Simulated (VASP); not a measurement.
# Mo (P6_3/mmc) in VASP: a series of runs

The runs below take Mo through single point, relaxation of cell and atoms, with r2SCAN.

Everything below comes from runs of VASP 6.6.1. Logs are shortened: lines on timing, memory, paths and dates and some standing lists are left out, and cuts for length are marked.

## Step 1: The cell of the first run

The structure is hexagonal, space group P6_3/mmc (No. 194). Conventional cell: a = 2.724 Å, b = 2.724 Å, c = 4.895 Å, α = 90.00°, β = 90.00°, γ = 120.00°. Within 3.6 Å of Mo (site symmetry -6m2) lie 12 Mo at 2.72 to 2.91 Å.

## Step 2: Single point, r2SCAN

The input, POSCAR:

```
Mo
1.0
    2.7238685663      0.0000000000      0.0000000000
   -1.3619342831      2.3589393750      0.0000000000
    0.0000000000      0.0000000000      4.8951211242
Mo
2
Direct
    0.3333333333      0.6666666667      0.2500000000
    0.6666666667      0.3333333333      0.7500000000
```

The input, INCAR.step1:

```
SYSTEM = Mo
ALGO = Normal ; EDIFF = 1E-4
ENCUT = 520 ; GGA = PE
ISMEAR = -1 ; LASPH = .True.
LCHARG = .False. ; LREAL = .False.
LWAVE = .True. ; NBANDS = 21
NELM = 80 ; PREC = Accurate
SIGMA = 0.1
```

The input, INCAR.step2:

```
SYSTEM = Mo
ALGO = Normal ; EDIFF = 1E-7
ENCUT = 520 ; ISIF = 2
ISMEAR = -1 ; ISTART = 1
LASPH = .True. ; LCHARG = .False.
LMIXTAU = .True. ; LREAL = .False.
LWAVE = .False. ; METAGGA = R2SCAN
NBANDS = 21 ; NELM = 80
PREC = Accurate ; SIGMA = 0.1
```

The input, KPOINTS:

```
k-points
0
Gamma
  7 7 4
  0 0 0
```

Potentials or basis: VASP PAW PBE potentials, release 64 (Mo_sv).

Command:

```sh
$ cat potpaw_PBE.64/Mo_sv/POTCAR > POTCAR
$ cp INCAR.step1 INCAR
$ mpirun -np 1 vasp_std > vasp.out
$ cp INCAR.step2 INCAR
$ mpirun -np 1 vasp_std > vasp.out
```

OUTCAR:

```text
SYSTEM = Mo
   EDIFF = 1E-7
   ENCUT = 520
   ISIF = 2
   ISMEAR = -1
   ISTART = 1
   LASPH = .True.
   LREAL = .False.
   METAGGA = R2SCAN
   NELM = 80
   PREC = Accurate

 ion  position               nearest neighbor table
   1  0.333  0.667  0.250-   2 2.91   2 2.91   2 2.91   2 2.91   2 2.91   2 2.91
   2  0.667  0.333  0.750-   1 2.91   1 2.91   1 2.91   1 2.91   1 2.91   1 2.91

  LATTYP: Found a hexagonal cell.
 ALAT       =     2.7238685663
 C/A-ratio  =     1.7971208981

  Lattice vectors:

 A1 = (   2.7238685663,   0.0000000000,   0.0000000000)
 A2 = (  -1.3619342831,   2.3589393750,   0.0000000000)
 A3 = (   0.0000000000,   0.0000000000,   4.8951211242)

Analysis of symmetry for initial positions (statically):
=====================================================================
 Subroutine PRICEL returns:
 Original cell was already a primitive cell.

 Routine SETGRP: Setting up the symmetry group for a
 hexagonal supercell.

 Subroutine GETGRP returns: Found 24 space group operations
 (whereof 12 operations were pure point group operations)
 out of a pool of 24 trial point group operations.

The static configuration has the point symmetry D_3d.
 The point group associated with its full space group is D_6h.

Analysis of symmetry for dynamics (positions and initial velocities):
=====================================================================
 Subroutine PRICEL returns:
 Original cell was already a primitive cell.

 Routine SETGRP: Setting up the symmetry group for a
 hexagonal supercell.

 Subroutine GETGRP returns: Found 24 space group operations
 (whereof 12 operations were pure point group operations)
 out of a pool of 24 trial point group operations.

The dynamic configuration has the point symmetry D_3d.
 The point group associated with its full space group is D_6h.

 Subroutine INISYM returns: Found 24 space group operations
 (whereof 12 operations are pure point group operations),
 and found     1 'primitive' translations

----------------------------------------------------------------------------------------

                                     Primitive cell

  volume of cell :      31.4533

  direct lattice vectors                    reciprocal lattice vectors
     2.723868566  0.000000000  0.000000000     0.367124909  0.211959665  0.000000000
    -1.361934283  2.358939375  0.000000000     0.000000000  0.423919330  0.000000000
     0.000000000  0.000000000  4.895121124     0.000000000  0.000000000  0.204285037

  length of vectors
     2.723868566  2.723868566  4.895121124     0.423919330  0.423919330  0.204285037

  position of ions in fractional coordinates (direct lattice)
     0.333333333  0.666666667  0.250000000
     0.666666667  0.333333333  0.750000000

  ion indices of the primitive-cell ions
   primitive index   ion index
                 1           1
                 2           2

----------------------------------------------------------------------------------------

 KPOINTS: k-points

Automatic generation of k-mesh.
 Grid dimensions read from file:
 generate k-points for:    7    7    4

 Generating k-lattice:

  Cartesian coordinates                     Fractional coordinates (reciprocal lattice)
     0.052446416  0.030279952  0.000000000     0.142857143  0.000000000  0.000000000
     0.000000000  0.060559904  0.000000000     0.000000000  0.142857143  0.000000000
     0.000000000  0.000000000  0.051071259     0.000000000  0.000000000  0.250000000

  Length of vectors
     0.060559904  0.060559904  0.051071259

  Shift w.r.t. Gamma in fractional coordinates (k-lattice)
     0.000000000  0.000000000  0.000000000

 Subroutine IBZKPT returns following result:
 ===========================================

 Found     24 irreducible k-points:

 Following reciprocal coordinates:
            Coordinates               Weight
  0.000000  0.000000  0.000000      1.000000
  0.142857  0.000000  0.000000      6.000000
  0.285714  0.000000  0.000000      6.000000
  0.428571  0.000000  0.000000      6.000000
  0.142857  0.142857  0.000000      6.000000
  0.285714  0.142857  0.000000     12.000000
[... 16 lines left out ...]
  0.428571  0.142857  0.500000      6.000000
  0.285714  0.285714  0.500000      6.000000
   k-points           NKPTS =     24   k-points in BZ     NKDIM =     24   number of bands    NBANDS=     21
   number of dos      NEDOS =    301   number of ions     NIONS =      2
   total plane-waves  NPLWV =  14400
   dimension x,y,z NGX =    20 NGY =   20 NGZ =   36
   dimension x,y,z NGXF=    40 NGYF=   40 NGZF=   72
   ions per type =               2
   NGX,Y,Z   is equivalent  to a cutoff of  12.21, 12.21, 12.23 a.u.
   NGXF,Y,Z  is equivalent  to a cutoff of  24.41, 24.41, 24.45 a.u.
 SYSTEM =  Mo
   PREC   = accura    normal or accurate (medium, high low for compatibility)
   ISTART =      1    job   : 0-new  1-cont  2-samecut
   ICHARG =      0    charge: 1-file 2-atom 10-const
   ISPIN  =      1    spin polarized calculation?
   LNONCOLLINEAR =      F non collinear calculations
   LSORBIT =      F    spin-orbit coupling
   LASPH  =      T    aspherical Exc in radial PAW
   ENCUT  =  520.0 eV  38.22 Ry    6.18 a.u.   5.06  5.06  9.10*2*pi/ulx,y,z
   NELM   =     80;   NELMIN=  2; NELMDL=  0     # of ELM steps
   EDIFF  = 0.1E-06   stopping-criterion for ELM
   LREAL  =      F    real-space projection
   EDIFFG = 0.1E-05   stopping-criterion for IOM
   NSW    =      0    number of steps for IOM
   IBRION =     -1    ionic relax: 0-MD 1-quasi-New 2-CG
   NFREE  =      0    steps in history (QN), initial steepest desc. (CG)
   ISIF   =      2    stress and relaxation
   ISYM   =      2    0-nonsym 1-usesym 2-fastsym
   POTIM  = 0.5000    time-step for ionic-motion
   TEBEG  =    0.0;   TEEND  =   0.0 temperature during run
   PSTRESS=    0.0 pullay stress
   NELECT =      28.0000    total number of electrons
   NUPDOWN=      -1.0000    fix difference up-down
   EMIN   =  10.00;   EMAX   =-10.00  energy-range for DOS
   EFERMI =   0.00;   METHOD = LEGACY
   ISMEAR =    -1;   SIGMA  =   0.10  broadening in eV -4-tet -1-fermi 0-gaus
   EFERMI_NEDOS =   21; number of points for ismear=-14 and -15
   IALGO  =     38    algorithm
   IMIX   =      4    mixing-type and parameters
     AMIX     =   0.40;   BMIX     =  1.00
     AMIX_MAG =   1.60;   BMIX_MAG =  1.00
  volume/ion in A,a.u.               =      15.73       106.13
  Fermi-wavevector in a.u.,A,eV,Ry     =   1.574848  2.976032 33.744450  2.480147
  Thomas-Fermi vector in A             =   2.675921
   LORBIT       =      0    0 simple, 1 ext, 2 COOP (PROOUT), +10 PAW based schemes
   METAGGA = R2SCAN    functional components
   LHFCALC =     F    Hartree Fock is set to
   AEXX    =    0.0000 exact exchange contribution
   IVDW    =     0    specifies the selected vdW correction
   LEPSILON=     F    determine dielectric tensor
   LRPA    =     F    only Hartree local field effects (RPA)
 non-spin polarized calculation
  energy-cutoff  :      520.00
  volume of cell :       31.45
 maximum number of plane-waves:       859
   NGX = 11   NGY = 11   NGZ = 19

 number of electron      27.9999993 magnetization

 Free energy of the ion-electron system (eV)
  ---------------------------------------------------
  ext. energy  EPLUGINS =         0.00000000
  ---------------------------------------------------
  free energy    TOTEN  =       -51.17570778 eV

  energy without entropy =      -51.08823308  energy(sigma->0) =      -51.13197043

 E-fermi :  12.1168     XC(G=0): -14.5681

 val. band max:       12.0812202813   @ k =   0.2857   0.0000   0.2500
 cond. band min:      12.1308105875   @ k =   0.1429   0.0000   0.2500
 fundamental gap:      0.0495903062
 Fermi energy:        12.1167675416

 k-point     1 :       0.0000    0.0000    0.0000
  band No.  band energies     occupation
      1     -50.6668      2.00000
      2     -50.4861      2.00000
      3     -24.5379      2.00000
      4     -23.3608      2.00000
      5     -23.1562      2.00000
      6     -23.1562      2.00000
[... 13 lines left out ...]
     20      15.8756      0.00000
     21      22.4702      0.00000

 k-point     2 :       0.1429    0.0000    0.0000
  band No.  band energies     occupation
      1     -50.6119      2.00000
      2     -50.4466      2.00000
      3     -24.4443      2.00000
      4     -23.4524      2.00000
      5     -23.3697      2.00000
      6     -23.3425      2.00000
[... 13 lines left out ...]
     20      17.9353      0.00000
     21      22.3142      0.00000

 k-point     3 :       0.2857    0.0000    0.0000
  band No.  band energies     occupation
      1     -50.4830      2.00000
      2     -50.3603      2.00000
      3     -24.2071      2.00000
      4     -24.1005      2.00000
      5     -23.9689      2.00000
      6     -23.4140      2.00000
[... 13 lines left out ...]
     20      20.9197      0.00000
     21      21.8737      0.00000

 k-point     4 :       0.4286    0.0000    0.0000
  band No.  band energies     occupation
      1     -50.3687      2.00000
      2     -50.2988      2.00000
      3     -24.6010      2.00000
      4     -24.4413      2.00000
      5     -23.9558      2.00000
      6     -23.5293      2.00000
[... 13 lines left out ...]
     20      21.0867      0.00000
     21      23.1194      0.00000

 k-point     5 :       0.1429    0.1429    0.0000
  band No.  band energies     occupation
      1     -50.5198      2.00000
      2     -50.3837      2.00000
      3     -24.2782      2.00000
      4     -23.8409      2.00000
      5     -23.8123      2.00000
      6     -23.3968      2.00000
[... 13 lines left out ...]
     20      20.3373      0.00000
     21      22.0636      0.00000
[... 382 lines left out ...]
     20      15.5505      0.00000
     21      27.2077      0.00000

 k-point    22 :       0.2857    0.1429    0.5000
  band No.  band energies     occupation
      1     -50.3537      2.00000
      2     -50.3537      2.00000
      3     -24.3949      2.00000
      4     -24.3949      2.00000
      5     -23.6921      2.00000
      6     -23.6921      2.00000
[... 13 lines left out ...]
     20      17.5395      0.00000
     21      26.3235      0.00000

 k-point    23 :       0.4286    0.1429    0.5000
  band No.  band energies     occupation
      1     -50.3092      2.00000
      2     -50.3092      2.00000
      3     -24.5822      2.00000
      4     -24.5822      2.00000
      5     -23.7276      2.00000
      6     -23.7276      2.00000
[... 13 lines left out ...]
     20      19.4837      0.00000
     21      24.5749      0.00000

 k-point    24 :       0.2857    0.2857    0.5000
  band No.  band energies     occupation
      1     -50.2984      2.00000
      2     -50.2984      2.00000
      3     -24.3940      2.00000
      4     -24.3940      2.00000
      5     -23.9841      2.00000
      6     -23.9841      2.00000
[... 13 lines left out ...]
     20      20.9952      0.00000
     21      25.1859      0.00000

------------------------ aborting loop because EDIFF is reached ----------------------------------------

  FORCE on cell =-STRESS in cart. coord.  units (eV):
  Direction    XX          YY          ZZ          XY          YZ          ZX
  --------------------------------------------------------------------------------------
  -------------------------------------------------------------------------------------
  Total        1.2137501      1.2137501      1.1582842      0.0000000      0.0000000      0.0000000
  in kB       61.8263320     61.8263320     59.0009964      0.0000000      0.0000000      0.0000000
  external PRESSURE =      60.8845535 kB  Pullay stress =       0.0000000 kB

 VOLUME and BASIS-vectors are now :
 -----------------------------------------------------------------------------
  energy-cutoff  :      520.00
  volume of cell :       31.45
      direct lattice vectors                 reciprocal lattice vectors
     2.723868566  0.000000000  0.000000000     0.367124909  0.211959665  0.000000000
    -1.361934283  2.358939375  0.000000000     0.000000000  0.423919330  0.000000000
     0.000000000  0.000000000  4.895121124     0.000000000  0.000000000  0.204285037

 POSITION                                       TOTAL-FORCE (eV/Angst)
 -----------------------------------------------------------------------------------
     -0.00000      1.57263      1.22378        -0.000000      0.000000      0.000000
      1.36193      0.78631      3.67134         0.000000     -0.000000      0.000000
 -----------------------------------------------------------------------------------
    total drift:                               -0.000000      0.000000     -0.000000

  FREE ENERGIE OF THE ION-ELECTRON SYSTEM (eV)
  ---------------------------------------------------
  free  energy   TOTEN  =       -51.1757077806 eV

  energy  without entropy=      -51.0882330832  energy(sigma->0) =      -51.13197043
```

Wall time 48 s (1 thread of AMD EPYC 9R45 (Zen 5), shared host); peak memory 0.12 GiB.

What came out:

```
Free energy            : -51.1757 eV
Pressure               : 6.1 GPa
Band gap on the k mesh : zero (band 14 reaches 13.64 eV, above the bottom of band 15 at 11.52 eV)
```

Levels at points of the mesh, in eV from the Fermi level:
```csv
k point,band 11,band 12,band 13,band 14,band 15,band 16,band 17,band 18
"(0.00, 0.00, 0.00)",-1.99,-0.65,-0.65,-0.15,-0.15,0.47,1.79,1.79
"(0.00, 0.00, 0.50)",-2.14,-2.14,-0.60,-0.60,-0.60,-0.60,3.07,3.07
```

Caveat: the k points lie up to 0.38 Å⁻¹ apart; the PAW data sets were made with another functional, which shifts forces and pressure a little.

## Step 3: Single point, r2SCAN

This run uses another cell than the first one, of 16.04 Å³/atom, 1.020 times its volume.

The input, POSCAR:

```
Mo
1.0
    2.7389828035      0.0000000000      0.0000000000
   -1.3694914018      2.3720286884      0.0000000000
    0.0000000000      0.0000000000      4.9386312909
Mo
2
Direct
    0.3333333333      0.6666666667      0.2500000000
    0.6666666667      0.3333333333      0.7500000000
```

The input, INCAR.step1:

```
SYSTEM = Mo
  PREC = Accurate
  ENCUT = 520
  ISMEAR = -1
  SIGMA = 0.1
  LREAL = .False.
  LASPH = .True.
  NELM = 100
  NBANDS = 21
  GGA = PE
  ALGO = Normal
  EDIFF = 1E-4
  LWAVE = .True.
  LCHARG = .False.
```

The input, INCAR.step2:

```
SYSTEM = Mo
  PREC = Accurate
  ENCUT = 520
  EDIFF = 1E-6
  ISMEAR = -1
  SIGMA = 0.1
  LREAL = .False.
  LASPH = .True.
  NELM = 100
  ALGO = Normal
  ISIF = 2
  LWAVE = .False.
  LCHARG = .False.
  METAGGA = R2SCAN
  LMIXTAU = .True.
  NBANDS = 21
  ISTART = 1
```

The input, KPOINTS:

```
regular mesh
0
Gamma
  7 7 4
  0 0 0
```

Potentials or basis: VASP PAW PBE potentials, release 64 (Mo_sv).

Command:

```sh
$ cat potpaw_PBE.64/Mo_sv/POTCAR > POTCAR
$ cp INCAR.step1 INCAR
$ mpirun -np 1 vasp_std > vasp.out
$ cp INCAR.step2 INCAR
$ mpirun -np 1 vasp_std > vasp.out
```

OUTCAR:

```text
SYSTEM = Mo
   PREC = Accurate
   ENCUT = 520
   EDIFF = 1E-6
   ISMEAR = -1
   LREAL = .False.
   LASPH = .True.
   NELM = 100
   ISIF = 2
   METAGGA = R2SCAN
   ISTART = 1

 ion  position               nearest neighbor table
   1  0.333  0.667  0.250-   2 2.93   2 2.93   2 2.93   2 2.93   2 2.93   2 2.93
   2  0.667  0.333  0.750-   1 2.93   1 2.93   1 2.93   1 2.93   1 2.93   1 2.93

  LATTYP: Found a hexagonal cell.
 ALAT       =     2.7389828035
 C/A-ratio  =     1.8030895574

  Lattice vectors:
[... 761 lines left out ...]

------------------------ aborting loop because EDIFF is reached ----------------------------------------

  FORCE on cell =-STRESS in cart. coord.  units (eV):
  Direction    XX          YY          ZZ          XY          YZ          ZX
  --------------------------------------------------------------------------------------
  -------------------------------------------------------------------------------------
  Total        0.2051537      0.2051537      0.1714972     -0.0000000      0.0000000      0.0000000
  in kB       10.2441050     10.2441050      8.5635116     -0.0000000      0.0000000      0.0000000
  external PRESSURE =       9.6839072 kB  Pullay stress =       0.0000000 kB

 VOLUME and BASIS-vectors are now :
 -----------------------------------------------------------------------------
  energy-cutoff  :      520.00
  volume of cell :       32.09
      direct lattice vectors                 reciprocal lattice vectors
     2.738982803  0.000000000  0.000000000     0.365099043  0.210790031  0.000000000
    -1.369491402  2.372028688  0.000000000     0.000000000  0.421580061  0.000000000
     0.000000000  0.000000000  4.938631291     0.000000000  0.000000000  0.202485252

 POSITION                                       TOTAL-FORCE (eV/Angst)
 -----------------------------------------------------------------------------------
     -0.00000      1.58135      1.23466        -0.000000      0.000000      0.000000
      1.36949      0.79068      3.70397         0.000000      0.000000      0.000000
 -----------------------------------------------------------------------------------
    total drift:                               -0.000000      0.000000     -0.000000

  FREE ENERGIE OF THE ION-ELECTRON SYSTEM (eV)
  ---------------------------------------------------
  free  energy   TOTEN  =       -51.1895334459 eV

  energy  without entropy=      -51.1029488898  energy(sigma->0) =      -51.14624117
```

It took 49 s on 1 thread of AMD EPYC 9R45 (Zen 5), shared host; peak memory 0.12 GiB.

What came out:

- Free energy: -51.1895 eV
- Pressure: 1.0 GPa
- Band gap on the k mesh: zero (band 14 reaches 13.32 eV, above the bottom of band 15 at 11.24 eV)

Stress tensor (GPa, compression positive):
```
1.02 0.00 0.00
0.00 1.02 0.00
0.00 0.00 0.86
```

Caveat: the k points lie up to 0.38 Å⁻¹ apart; the PAW data sets were made with another functional, which shifts forces and pressure a little.

(Part 1 of 3 ends here.)
